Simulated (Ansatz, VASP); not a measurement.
## LiW16 in VASP and in Ansatz

```
CELL_PARAMETERS angstrom
6.32000 0.00000 0.00000
0.00000 6.32000 0.00000
0.00000 0.00000 6.32000
ATOMIC_POSITIONS crystal
W 0.98949 0.00038 0.98185
W 0.51124 0.00038 0.98187
W 0.99613 0.50039 0.98849
W 0.98950 0.00040 0.50361
W 0.25035 0.19421 0.24272
W 0.50463 0.50039 0.98847
W 0.51125 0.00040 0.50359
W 0.75037 0.25152 0.24272
W 0.99614 0.50038 0.49696
W 0.25035 0.80657 0.24273
W 0.25038 0.25152 0.74273
W 0.50463 0.50038 0.49698
W 0.75037 0.74926 0.24273
W 0.75037 0.25216 0.74273
W 0.25037 0.74926 0.74273
W 0.75037 0.74862 0.74272
Li 0.25043 0.50039 0.24273
```

Alike in both runs: functional PBE; k mesh 3 × 3 × 3; occupations fermi-dirac, width 0.15 eV; no spin polarisation.

Ansatz relaxed the structure, and its values are those at the end. VASP's run is a single point on that final structure, the one shown.

|  | VASP | Ansatz |
| --- | --- | --- |
| version | VASP 6.6.1 | Ansatz 0.2.0 |
| potentials or method | VASP PAW PBE potentials, release 64 (W_sv, Li_sv), cutoff 650 eV | scalar-relativistic, plane waves, PAW |
| valence electrons in the cell | 227 | 227 |

VASP gave:

| Property | Result |
| --- | --- |
| rms of the force components (eV/Å) | 0.018 |

Question: Estimate Ansatz's values.

Answer: rms of the force components (eV/Å): 0.001.

Spin-orbit coupling is off throughout.
